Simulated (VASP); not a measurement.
# SrO: single point with HSE06

The system is SrO.

```
Sr O
1.0
     0.02851    2.58260    2.58260
     2.58260    0.02851    2.58260
     2.58260    2.58260    0.02851
Sr O
1 1
Cartesian
  0.0000 0.0000 0.0000
  2.5969 2.5969 2.5969
```

This cell differs from its parent crystal: epitaxial 111 strain -1.0%.

- Program: VASP 6.6.1
- Task: single point
- Functional: HSE06
- Potentials or basis: VASP PAW PBE potentials, release 64 (Sr_sv, O)
- Cutoff: 520 eV
- k mesh: 6 × 6 × 6
- Occupations: gaussian, width 0.01 eV
- Spin: no spin polarisation

```
Pressure               : 1.5 GPa
Band gap on the k mesh : 4.73 eV (least direct gap 4.82 eV)
```

Stress tensor (GPa, compression positive):
```
 1.49 -0.66 -0.66
-0.66  1.49 -0.66
-0.66 -0.66  1.49
```

Levels at points of the mesh, in eV from the valence-band top:
```
           k point  band 4  band 5  band 6  band 7  band 8  band 9  band 10  band 11  band 12  band 13
(0.00, 0.00, 0.00)  -14.67  -14.67   -0.04    0.00    0.00    5.48     7.73     7.94     7.94    10.13
(0.50, 0.00, 0.00)  -14.75  -13.69   -2.29   -1.27   -1.20    8.26    10.01    10.64    10.86    13.98
(0.50, 0.50, 0.00)  -15.08  -15.06   -0.49   -0.12   -0.10    4.73     9.57    12.05    12.18    13.08
(0.50, 0.50, 0.50)  -14.74  -13.63   -2.28   -1.17   -1.17    8.20     9.98    10.64    10.64    13.97
```

Run time: 100 min on 1 thread of Oxide Virtual Turin-like Processor (shared host), peak memory 0.26 GiB.

Caveat: the cell differs from its parent crystal (epitaxial 111 strain -1.0%); the PAW data sets were made with another functional, which shifts forces and pressure a little. A k mesh can miss the band edges.
